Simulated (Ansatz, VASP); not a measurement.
## Two plane-wave programs on La2Si2O3

POSCAR

```
La2Si2O3
1.0
    2.7769180000      1.6032550000      4.4198110000
   -2.7769180000      1.6032550000      4.4198110000
    0.0000000000     -3.2065100000      4.4198110000
O Si La
3 2 2
Direct
    0.0000000000      0.0000000000      0.5000000000
    0.5000000000      0.0000000000      0.0000000000
    0.0000000000      0.5000000000      0.0000000000
    0.2401300000      0.2401300000      0.2401300000
    0.7598700000      0.7598700000      0.7598700000
    0.0000000000      0.0000000000      0.0000000000
    0.5000000000      0.5000000000      0.5000000000
```

The input INCAR.step1:

```
ALGO = Normal ; EDIFF = 1E-4
ENCUT = 520 ; GGA = PE
ISMEAR = 0 ; LASPH = True
LCHARG = False ; LREAL = False
LWAVE = True ; NBANDS = 33
NELM = 60 ; PREC = Accurate
SIGMA = 0.2956
```

The input INCAR.step2:

```
ALGO = Normal ; EDIFF = 1E-6
ENCUT = 520 ; ISIF = 2
ISMEAR = 0 ; ISTART = 1
LASPH = True ; LCHARG = True
LELF = True ; LMIXTAU = True
LREAL = False ; LVHAR = True
LWAVE = False ; METAGGA = R2SCAN
NBANDS = 33 ; NELM = 60
PREC = Accurate ; SIGMA = 0.2956
```

File KPOINTS:

```
k-points
0
Gamma
  8 8 8
```

Input for Ansatz:

```yaml
crystal:
  lattice:
    - [2.776918, 1.603255, 4.419811]
    - [-2.776918, 1.603255, 4.419811]
    - [0.0, -3.20651, 4.419811]
  atoms:
    - { symbol: O, position: [0.0, 0.0, 0.5] }
    - { symbol: O, position: [0.5, 0.0, 0.0] }
    - { symbol: O, position: [0.0, 0.5, 0.0] }
    - { symbol: Si, position: [0.24013, 0.24013, 0.24013] }
    - { symbol: Si, position: [0.75987, 0.75987, 0.75987] }
    - { symbol: La, position: [0.0, 0.0, 0.0] }
    - { symbol: La, position: [0.5, 0.5, 0.5] }
  symmetry: { tolerance: 0.0003 }
kpoints:
  mp_grid: { grid: [8, 8, 8], shift: [0, 0, 0] }
  band_path:
    path:
      - [0.0, 0.0, 0.0]
      - [0.5, 0.5, 0.5]
      - [0.74561177, 0.25438823, 0.5]
      - [0.5, -0.25438823, 0.25438823]
      - [0.5, 0.0, 0.0]
      - [0.0, 0.0, 0.0]
      - [0.37719412, -0.37719412, 0.0]
      - [0.62280588, 0.0, 0.37719412]
      - [0.5, 0.0, 0.5]
      - [0.0, 0.0, 0.0]
    npoints: 6
magnetization:
  spin_polarized: false
scf:
  occupations: { method: gaussian, width: 0.2956 }
  lower_state_search: "off"
  max_iter: 200
hamiltonian:
  pseudopotentials: { kind: paw }
  xc: r2scan
basis:
  ecutwfc: 500
  fft_grid_basis: typed
output:
  forces: true
  stress: true
  eigenvalues: true
  bader: true
  populations: true
  elf: true
  write_potential: true
  volumetric_format: npy
  dos:
    e_range: [-12, 8]
    de: 0.05
    projected: { site_lists: { La: [La], O: [O], Si: [Si] } }
checkpoint:
  read: saved_state
```

Alike in both runs: task single point; functional r2SCAN; k mesh 8 × 8 × 8; occupations gaussian, width 0.2956 eV; no spin polarisation.

|  | VASP | Ansatz |
| --- | --- | --- |
| version | VASP 6.6.1 | Ansatz 0.2.0 |
| potentials or method | VASP PAW PBE potentials, release 64 (O, Si, La), cutoff 520 eV | PAW plane waves |
| valence electrons in the cell | 48 | 48 |

|  | VASP | Ansatz | Ansatz less VASP |
| --- | --- | --- | --- |
| pressure (GPa) | -6.7 | -6.6 | +0.11 |
| traceless stress, the component that is largest in VASP (GPa) | 4.41 | 4.45 | +0.048 |
| rms of the force components (eV/Å) | 0.879 | 0.866 | -0.0126 |

VASP's potentials were made for PBE, not for r2SCAN. Atom by atom the forces differ by 0.013 eV/Å (rms over components).

Spin-orbit coupling is off throughout.
